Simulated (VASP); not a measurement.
# AlFe2 (Fd-3m) in VASP: further runs

The runs below take AlFe2 through single point, with PBEsol.

Program: VASP 6.6.1. These are calculated values, not measurements. Logs are shortened: lines on timing, memory, paths and dates and some standing lists are left out, and cuts for length are marked.

## Step 1: The cell of the first run

It takes space group Fd-3m (No. 227, cubic). The conventional cell has a = 6.703 Å, b = 6.703 Å, c = 6.703 Å, α = 90.00°, β = 90.00°, γ = 90.00°. Within 3.7 Å of Al (site symmetry -43m) lie 12 Fe at 2.78 Å and 4 Al at 2.90 Å. Fe (site symmetry -3m) has 6 Fe at 2.37 Å and 6 Al at 2.78 Å within 3.1 Å.

## Step 2: Single point, PBEsol, collinear spin, ferromagnetic start

INCAR reads:

```
SYSTEM = AlFe2
PREC = Accurate ; ENCUT = 520
EDIFF = 1E-6 ; ISMEAR = 0
SIGMA = 0.1 ; LREAL = .False.
LASPH = .True. ; NELM = 150
ALGO = Fast ; ISIF = 2
LWAVE = .False. ; LCHARG = .True.
ISPIN = 2 ; MAGMOM = 0.6 0.6 3.81 3.81 3.81 3.81
LORBIT = 11 ; NUPDOWN = 17.5
LMAXMIX = 4 ; GGA = PS
LELF = .True. ; LVHAR = .True.
NBANDS = 32
```

KPOINTS reads:

```
regular mesh
0
Gamma
  10 10 10
  0 0 0
```

POSCAR reads:

```
AlFe2
1.0
    0.0000000000      3.3513150000      3.3513150000
    3.3513150000      0.0000000000      3.3513150000
    3.3513150000      3.3513150000      0.0000000000
Al Fe
2 4
Direct
    0.2500000000      0.2500000000      0.2500000000
    0.0000000000      0.0000000000      0.0000000000
    0.6250000000      0.1250000000      0.6250000000
    0.6250000000      0.6250000000      0.1250000000
    0.1250000000      0.6250000000      0.6250000000
    0.6250000000      0.6250000000      0.6250000000
```

Potentials or basis: VASP PAW PBE potentials, release 64 (Al, Fe).

Started as:

```sh
$ cat potpaw_PBE.64/Al/POTCAR potpaw_PBE.64/Fe/POTCAR > POTCAR
$ mpirun -np 1 vasp_std > vasp.out
```

OUTCAR:

```text
SYSTEM = AlFe2
   PREC = Accurate
   ENCUT = 520
   EDIFF = 1E-6
   ISMEAR = 0
   LREAL = .False.
   LASPH = .True.
   NELM = 150
   ISIF = 2
   ISPIN = 2
   LORBIT = 11
   NUPDOWN = 17.5
   GGA = PS

 ion  position               nearest neighbor table
   1  0.250  0.250  0.250-   3 2.78   4 2.78   5 2.78   3 2.78   5 2.78   6 2.78   4 2.78   5 2.78
                             6 2.78   3 2.78   4 2.78   6 2.78   2 2.90   2 2.90   2 2.90   2 2.90
   2  0.000  0.000  0.000-   3 2.78   4 2.78   6 2.78   4 2.78   5 2.78   6 2.78   3 2.78   5 2.78
                             6 2.78   3 2.78   4 2.78   5 2.78   1 2.90   1 2.90   1 2.90   1 2.90
   3  0.625  0.125  0.625-   6 2.37   4 2.37   4 2.37   5 2.37   6 2.37   5 2.37   1 2.78   1 2.78
                             2 2.78   1 2.78   2 2.78   2 2.78
   4  0.625  0.625  0.125-   6 2.37   3 2.37   5 2.37   6 2.37   3 2.37   5 2.37   1 2.78   2 2.78
                             2 2.78   1 2.78   2 2.78   1 2.78
   5  0.125  0.625  0.625-   6 2.37   4 2.37   3 2.37   3 2.37   4 2.37   6 2.37   1 2.78   2 2.78
                             1 2.78   2 2.78   1 2.78   2 2.78
   6  0.625  0.625  0.625-   3 2.37   4 2.37   5 2.37   4 2.37   3 2.37   5 2.37   2 2.78   1 2.78
                             2 2.78   1 2.78   2 2.78   1 2.78

  LATTYP: Found a face centered cubic cell.
 ALAT       =     6.7026300000

  Lattice vectors:

 A1 = (   0.0000000000,   3.3513150000,   3.3513150000)
 A2 = (   3.3513150000,   0.0000000000,   3.3513150000)
 A3 = (   3.3513150000,   3.3513150000,   0.0000000000)

Analysis of symmetry for initial positions (statically):
=====================================================================
 Subroutine PRICEL returns:
 Original cell was already a primitive cell.

 Routine SETGRP: Setting up the symmetry group for a
 face centered cubic supercell.

 Subroutine GETGRP returns: Found 48 space group operations
 (whereof 24 operations were pure point group operations)
 out of a pool of 48 trial point group operations.

The static configuration has the point symmetry T_d .
 The point group associated with its full space group is O_h .

Analysis of symmetry for dynamics (positions and initial velocities):
=====================================================================
 Subroutine PRICEL returns:
 Original cell was already a primitive cell.

 Routine SETGRP: Setting up the symmetry group for a
 face centered cubic supercell.

 Subroutine GETGRP returns: Found 48 space group operations
 (whereof 24 operations were pure point group operations)
 out of a pool of 48 trial point group operations.

The dynamic configuration has the point symmetry T_d .
 The point group associated with its full space group is O_h .

Analysis of structural, dynamic, and magnetic symmetry:
=====================================================================
 Subroutine PRICEL returns:
 Original cell was already a primitive cell.

 Routine SETGRP: Setting up the symmetry group for a
 face centered cubic supercell.

 Subroutine GETGRP returns: Found 48 space group operations
 (whereof 24 operations were pure point group operations)
 out of a pool of 48 trial point group operations.

The overall configuration has the point symmetry T_d .
 The point group associated with its full space group is O_h .

 Subroutine INISYM returns: Found 48 space group operations
 (whereof 24 operations are pure point group operations),
 and found     1 'primitive' translations

----------------------------------------------------------------------------------------

                                     Primitive cell

  volume of cell :      75.2793

  direct lattice vectors                    reciprocal lattice vectors
     0.000000000  3.351315000  3.351315000    -0.149195167  0.149195167  0.149195167
     3.351315000  0.000000000  3.351315000     0.149195167 -0.149195167  0.149195167
     3.351315000  3.351315000  0.000000000     0.149195167  0.149195167 -0.149195167

  length of vectors
     4.739475125  4.739475125  4.739475125     0.258413609  0.258413609  0.258413609

  position of ions in fractional coordinates (direct lattice)
     0.250000000  0.250000000  0.250000000
     0.000000000  0.000000000  0.000000000
     0.625000000  0.125000000  0.625000000
     0.625000000  0.625000000  0.125000000
[... 66 lines left out ...]
   number of dos      NEDOS =    301   number of ions     NIONS =      6
   total plane-waves  NPLWV =  46656
   dimension x,y,z NGX =    36 NGY =   36 NGZ =   36
   dimension x,y,z NGXF=    72 NGYF=   72 NGZF=   72
   ions per type =               2   4
   NGX,Y,Z   is equivalent  to a cutoff of  12.63, 12.63, 12.63 a.u.
   NGXF,Y,Z  is equivalent  to a cutoff of  25.26, 25.26, 25.26 a.u.
 SYSTEM =  AlFe2
   PREC   = accura    normal or accurate (medium, high low for compatibility)
   ISTART =      0    job   : 0-new  1-cont  2-samecut
   ICHARG =      2    charge: 1-file 2-atom 10-const
   ISPIN  =      2    spin polarized calculation?
   LNONCOLLINEAR =      F non collinear calculations
   LSORBIT =      F    spin-orbit coupling
   LASPH  =      T    aspherical Exc in radial PAW
   ENCUT  =  520.0 eV  38.22 Ry    6.18 a.u.   8.81  8.81  8.81*2*pi/ulx,y,z
   NELM   =    150;   NELMIN=  2; NELMDL= -5     # of ELM steps
   EDIFF  = 0.1E-05   stopping-criterion for ELM
   LREAL  =      F    real-space projection
   EDIFFG = 0.1E-04   stopping-criterion for IOM
   NSW    =      0    number of steps for IOM
   IBRION =     -1    ionic relax: 0-MD 1-quasi-New 2-CG
   NFREE  =      0    steps in history (QN), initial steepest desc. (CG)
   ISIF   =      2    stress and relaxation
   ISYM   =      2    0-nonsym 1-usesym 2-fastsym
   POTIM  = 0.5000    time-step for ionic-motion
   TEBEG  =    0.0;   TEEND  =   0.0 temperature during run
   PSTRESS=    0.0 pullay stress
   NELECT =      38.0000    total number of electrons
   NUPDOWN=      17.5000    fix difference up-down
   EMIN   =  10.00;   EMAX   =-10.00  energy-range for DOS
   EFERMI =   0.00;   METHOD = LEGACY
   ISMEAR =     0;   SIGMA  =   0.10  broadening in eV -4-tet -1-fermi 0-gaus
   EFERMI_NEDOS =   21; number of points for ismear=-14 and -15
   IALGO  =     68    algorithm
   IMIX   =      4    mixing-type and parameters
     AMIX     =   0.40;   BMIX     =  1.00
     AMIX_MAG =   1.60;   BMIX_MAG =  1.00
  volume/ion in A,a.u.               =      12.55        84.67
  Fermi-wavevector in a.u.,A,eV,Ry     =   1.303499  2.463256 23.117799  1.699110
  Thomas-Fermi vector in A             =   2.434497
   LORBIT       =     11    0 simple, 1 ext, 2 COOP (PROOUT), +10 PAW based schemes
   GGA     = PS    functional components
   LHFCALC =     F    Hartree Fock is set to
   AEXX    =    0.0000 exact exchange contribution
   IVDW    =     0    specifies the selected vdW correction
   LEPSILON=     F    determine dielectric tensor
   LRPA    =     F    only Hartree local field effects (RPA)
 spin polarized calculation
 RMM-DIIS sequential band-by-band and
 Gauss-broadening in eV      SIGMA  =   0.10
  energy-cutoff  :      520.00
  volume of cell :       75.28
 maximum number of plane-waves:      2085
   NGX = 17   NGY = 17   NGZ = 17

 number of electron      37.9999970 magnetization      17.4999609

 Free energy of the ion-electron system (eV)
  ---------------------------------------------------
  ext. energy  EPLUGINS =         0.00000000
  ---------------------------------------------------
  free energy    TOTEN  =       -32.75992650 eV

  energy without entropy =      -32.73360764  energy(sigma->0) =      -32.74676707

 E-fermi :   5.7388     XC(G=0): -12.1611

 val. band max:       11.1299773030   @ k =  -0.3000   0.3000   0.1000
 cond. band min:       5.7393834909   @ k =  -0.3000   0.3000   0.0000
 fundamental gap:     -5.3905938122
 Fermi energy:        11.1619993218

 spin component 1

 k-point     1 :       0.0000    0.0000    0.0000
  band No.  band energies     occupation
      1      -3.4027      1.00000
      2      -0.0224      1.00000
      3       1.2887      1.00000
      4       1.2887      1.00000
      5       1.2887      1.00000
      6       1.6886      1.00000
[... 805 lines left out ...]
     30      13.3582      0.00000
     31      14.1975      0.00000

 [... further k-points ...]

 spin component 2

 k-point     1 :       0.0000    0.0000    0.0000
  band No.  band energies     occupation
      1      -2.0064      1.00000
      2       2.4303      1.00000
      3       4.0203      1.00000
      4       4.0203      1.00000
      5       4.0203      1.00000
      6       4.2941      1.00000
[... 805 lines left out ...]
     30      15.1092      0.00000
     31      15.9675      0.00000

 [... further k-points ...]

 [bands above 31 left out]

------------------------ aborting loop because EDIFF is reached ----------------------------------------

  FORCE on cell =-STRESS in cart. coord.  units (eV):
  Direction    XX          YY          ZZ          XY          YZ          ZX
  --------------------------------------------------------------------------------------
  -------------------------------------------------------------------------------------
  Total       20.9495341     20.9495341     20.9495341      0.0000000      0.0000000     -0.0000000
  in kB      445.8709783    445.8709783    445.8709783      0.0000000      0.0000000     -0.0000000
  external PRESSURE =     445.8709783 kB  Pullay stress =       0.0000000 kB

 VOLUME and BASIS-vectors are now :
 -----------------------------------------------------------------------------
  energy-cutoff  :      520.00
  volume of cell :       75.28
      direct lattice vectors                 reciprocal lattice vectors
     0.000000000  3.351315000  3.351315000    -0.149195167  0.149195167  0.149195167
     3.351315000  0.000000000  3.351315000     0.149195167 -0.149195167  0.149195167
     3.351315000  3.351315000  0.000000000     0.149195167  0.149195167 -0.149195167

 POSITION                                       TOTAL-FORCE (eV/Angst)
 -----------------------------------------------------------------------------------
      1.67566      1.67566      1.67566         0.000000      0.000000     -0.000000
      0.00000      0.00000      0.00000        -0.000000     -0.000000      0.000000
      2.51349      4.18914      2.51349        -0.000000     -0.000000     -0.000000
      2.51349      2.51349      4.18914        -0.000000     -0.000000     -0.000000
      4.18914      2.51349      2.51349        -0.000000     -0.000000     -0.000000
      4.18914      4.18914      4.18914        -0.000000     -0.000000     -0.000000
 -----------------------------------------------------------------------------------
    total drift:                                0.000000      0.000000      0.000000

  FREE ENERGIE OF THE ION-ELECTRON SYSTEM (eV)
  ---------------------------------------------------
  free  energy   TOTEN  =       -32.7599264970 eV

  energy  without entropy=      -32.7336076378  energy(sigma->0) =      -32.74676707

 total charge

# of ion       s       p       d       tot
------------------------------------------
    1        0.432   0.382   0.000   0.814
    2        0.432   0.382   0.000   0.814
    3        0.560   0.640   6.102   7.302
    4        0.560   0.640   6.102   7.302
    5        0.560   0.640   6.102   7.302
    6        0.560   0.640   6.102   7.302
--------------------------------------------------
tot          3.104   3.326  24.406  30.836

 magnetization (x)

# of ion       s       p       d       tot
------------------------------------------
    1        0.117   0.131   0.000   0.248
    2        0.117   0.131   0.000   0.248
    3        0.064   0.270   3.355   3.689
    4        0.064   0.270   3.355   3.689
    5        0.064   0.270   3.355   3.689
    6        0.064   0.270   3.355   3.689
--------------------------------------------------
tot          0.492   1.342  13.419  15.253
```

Wall time 3.4 min (1 thread of Intel Xeon Platinum 8488C (Sapphire Rapids), shared host); peak memory 0.34 GiB.

What came out:

- Free energy: -32.7599 eV
- Pressure: 44.6 GPa
- Net moment: 17.50 μB per cell
- Site moments: Al +0.25; Fe +3.69 μB
- Valence electrons inside the program's atomic spheres: Al 0.81; Fe 7.30

Caveat: the moment is held away from its start; the cell stands under pressure; the PAW data sets were made with another functional, which shifts forces and pressure a little; the total moment is fixed, so each spin has its own Fermi level and the state may be an excited one.

## Step 3: Single point, PBEsol, collinear spin, ferromagnetic start

INCAR reads:

```
  ALGO = Fast
  EDIFF = 1E-7
  ENCUT = 520
  GGA = PS
  ISIF = 2
  ISMEAR = 0
  ISPIN = 2
  LASPH = T
  LCHARG = F
  LMAXMIX = 4
  LORBIT = 11
  LREAL = F
  LWAVE = F
  MAGMOM = 0.83 0.83 4.14 4.14 4.14 4.14
  NBANDS = 32
  NELM = 150
  NUPDOWN = 20.0
  PREC = Accurate
  SIGMA = 0.1
```

KPOINTS reads:

```
k-points
0
Gamma
  10 10 10
```

POSCAR is that of step 2.

Potentials or basis: VASP PAW PBE potentials, release 64 (Al, Fe).

Started as:

```sh
$ cat potpaw_PBE.64/Al/POTCAR potpaw_PBE.64/Fe/POTCAR > POTCAR
$ mpirun -np 1 vasp_std > vasp.out
```

OUTCAR:

```text
EDIFF = 1E-7
   ENCUT = 520
   GGA = PS
   ISIF = 2
   ISMEAR = 0
   ISPIN = 2
   LASPH = T
   LORBIT = 11
   LREAL = F
   NELM = 150
   NUPDOWN = 20.0
   PREC = Accurate

 ion  position               nearest neighbor table
   1  0.250  0.250  0.250-   3 2.78   4 2.78   5 2.78   3 2.78   5 2.78   6 2.78   4 2.78   5 2.78
                             6 2.78   3 2.78   4 2.78   6 2.78   2 2.90   2 2.90   2 2.90   2 2.90
   2  0.000  0.000  0.000-   3 2.78   4 2.78   6 2.78   4 2.78   5 2.78   6 2.78   3 2.78   5 2.78
                             6 2.78   3 2.78   4 2.78   5 2.78   1 2.90   1 2.90   1 2.90   1 2.90
   3  0.625  0.125  0.625-   6 2.37   4 2.37   4 2.37   5 2.37   6 2.37   5 2.37   1 2.78   1 2.78
                             2 2.78   1 2.78   2 2.78   2 2.78
   4  0.625  0.625  0.125-   6 2.37   3 2.37   5 2.37   6 2.37   3 2.37   5 2.37   1 2.78   2 2.78
                             2 2.78   1 2.78   2 2.78   1 2.78
   5  0.125  0.625  0.625-   6 2.37   4 2.37   3 2.37   3 2.37   4 2.37   6 2.37   1 2.78   2 2.78
                             1 2.78   2 2.78   1 2.78   2 2.78
   6  0.625  0.625  0.625-   3 2.37   4 2.37   5 2.37   4 2.37   3 2.37   5 2.37   2 2.78   1 2.78
                             2 2.78   1 2.78   2 2.78   1 2.78

  LATTYP: Found a face centered cubic cell.
 ALAT       =     6.7026300000

  Lattice vectors:

 A1 = (   0.0000000000,   3.3513150000,   3.3513150000)
[... 1861 lines left out ...]

 VOLUME and BASIS-vectors are now :
 -----------------------------------------------------------------------------
  energy-cutoff  :      520.00
  volume of cell :       75.28
      direct lattice vectors                 reciprocal lattice vectors
     0.000000000  3.351315000  3.351315000    -0.149195167  0.149195167  0.149195167
     3.351315000  0.000000000  3.351315000     0.149195167 -0.149195167  0.149195167
     3.351315000  3.351315000  0.000000000     0.149195167  0.149195167 -0.149195167

 POSITION                                       TOTAL-FORCE (eV/Angst)
 -----------------------------------------------------------------------------------
      1.67566      1.67566      1.67566        -0.000000     -0.000000     -0.000000
      0.00000      0.00000      0.00000         0.000000      0.000000      0.000000
      2.51349      4.18914      2.51349        -0.000000     -0.000000      0.000000
      2.51349      2.51349      4.18914        -0.000000     -0.000000      0.000000
      4.18914      2.51349      2.51349        -0.000000     -0.000000      0.000000
      4.18914      4.18914      4.18914        -0.000000     -0.000000      0.000000
 -----------------------------------------------------------------------------------
    total drift:                                0.000000      0.000000      0.000000

  FREE ENERGIE OF THE ION-ELECTRON SYSTEM (eV)
  ---------------------------------------------------
  free  energy   TOTEN  =       -25.1365687799 eV

  energy  without entropy=      -25.1073954108  energy(sigma->0) =      -25.12198210

 total charge

# of ion       s       p       d       tot
------------------------------------------
    1        0.445   0.382   0.000   0.827
    2        0.445   0.382   0.000   0.827
    3        0.584   0.675   5.995   7.253
    4        0.584   0.675   5.995   7.253
    5        0.584   0.675   5.995   7.253
    6        0.584   0.675   5.995   7.253
--------------------------------------------------
tot          3.225   3.463  23.978  30.667

 magnetization (x)

# of ion       s       p       d       tot
------------------------------------------
    1        0.154   0.181   0.000   0.335
    2        0.154   0.181   0.000   0.335
    3        0.099   0.355   3.620   4.074
    4        0.099   0.355   3.620   4.074
    5        0.099   0.355   3.620   4.074
    6        0.099   0.355   3.620   4.074
--------------------------------------------------
tot          0.705   1.781  14.481  16.968
```

Wall time 3.8 min (1 thread of Intel Xeon Platinum 8488C (Sapphire Rapids), shared host); peak memory 0.34 GiB.

What came out:

| Property | Result |
| --- | --- |
| Free energy | -25.1366 eV |
| Pressure | 63.6 GPa |
| Net moment | 20.00 μB per cell |
| Site moments | Al +0.34; Fe +4.07 μB |
| Valence electrons inside the program's atomic spheres | Al 0.83; Fe 7.25 |

Caveat: the moment is held away from its start; the cell stands under pressure; the PAW data sets were made with another functional, which shifts forces and pressure a little; the total moment is fixed, so each spin has its own Fermi level and the state may be an excited one.

(Part 1 of 2 ends here.)
